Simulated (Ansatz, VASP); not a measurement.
Two plane-wave programs on Li2Se

POSCAR

```
Li2Se
1.0
    0.0000000000      2.9935210596      2.9935210596
    2.9935210596      0.0000000000      2.9935210596
    2.9935210596      2.9935210596      0.0000000000
Se Li
1 2
Direct
    0.0000000000      0.0000000000      0.0000000000
    0.2500000000      0.2500000000      0.2500000000
    0.7500000000      0.7500000000      0.7500000000
```

INCAR.step1

```
SYSTEM = Li2Se
PREC     = Accurate       ! precision mode
ENCUT    = 650            ! plane-wave cutoff, eV
EDIFF    = 1E-5           ! SCF threshold, eV
ISMEAR   = 0              ! smearing method
SIGMA    = 0.01           ! smearing width, eV
LREAL    = .FALSE.        ! projectors in reciprocal space
LASPH    = .TRUE.         ! aspherical terms in the spheres
NELM     = 120            ! most SCF steps
ALGO     = Normal         ! electronic algorithm
ISIF     = 2              ! what is computed and relaxed
LWAVE    = .TRUE.         ! write WAVECAR
LCHARG   = .FALSE.        ! write CHGCAR
NBANDS   = 13             ! bands
GGA      = PE             ! functional
GGA_COMPAT= .FALSE.
```

INCAR.step2

```
SYSTEM = Li2Se
PREC     = Accurate       ! precision mode
ENCUT    = 650            ! plane-wave cutoff, eV
EDIFF    = 1E-6           ! SCF threshold, eV
ISMEAR   = 0              ! smearing method
SIGMA    = 0.01           ! smearing width, eV
LREAL    = .FALSE.        ! projectors in reciprocal space
LASPH    = .TRUE.         ! aspherical terms in the spheres
NELM     = 120            ! most SCF steps
ALGO     = Normal         ! electronic algorithm
ISIF     = 2              ! what is computed and relaxed
LWAVE    = .FALSE.        ! write WAVECAR
LCHARG   = .FALSE.        ! write CHGCAR
GGA      = PE             ! functional
LHFCALC  = .TRUE.         ! exact exchange
AEXX     = 0.2            ! exact-exchange fraction
HFSCREEN = 0.2078         ! screening, 1/A
PRECFOCK = Normal       
NBANDS   = 13             ! bands
ISTART   = 1            
GGA_COMPAT= .FALSE.
```

The input KPOINTS:

```
regular mesh
0
G
  4 4 4
  0 0 0
```

Input for Ansatz:

```yaml
crystal:
  lattice:
    - [0.0, 2.9935210596, 2.9935210596]
    - [2.9935210596, 0.0, 2.9935210596]
    - [2.9935210596, 2.9935210596, 0.0]
  atoms:
    - { symbol: Se, position: [0.0, 0.0, 0.0] }
    - { symbol: Li, position: [0.25, 0.25, 0.25] }
    - { symbol: Li, position: [0.75, 0.75, 0.75] }
kpoints:
  mp_grid: { grid: [4, 4, 4] }
hamiltonian:
  xc:
    exchange: pbe
    correlation: pbe
    exx: { coeff: 0.2, omega: 0.2078 }
scf:
  occupations: { method: fixed }
  n_extra_bands: 4
output:
  forces: true
  stress: true
  eigenvalues: true
```

Alike in both runs: task single point; functional PBE-based screened hybrid with a share of 0.2 of exact exchange and HFSCREEN = 0.2078; k mesh 4 × 4 × 4; no spin polarisation.

|  | VASP | Ansatz |
| --- | --- | --- |
| version | VASP 6.6.1 | Ansatz 0.2.0 |
| potentials or method | VASP PAW PBE potentials, release 64 (Se, Li_sv) | plane waves |
| plane-wave cutoff (eV) | 650 | 420 |
| occupations | gaussian, width 0.01 eV | fixed |
| valence electrons in the cell | 12 | 22 |

```tsv
	VASP	Ansatz	Ansatz less VASP
gap on the k mesh at the Fermi level (eV)	3.65	3.64	-0.006
pressure (GPa)	-0.3	-0.1	+0.20
```

VASP's potentials were made for PBE, not for PBE-based screened hybrid. VASP's potentials hold 12 valence electrons a cell and Ansatz's 22, so a difference there can come from the potentials and not from the codes. Ansatz's warnings: stress exchange threshold loose, stress scf threshold loose.

The k mesh is coarse, so the values compare programs but aren't converged.
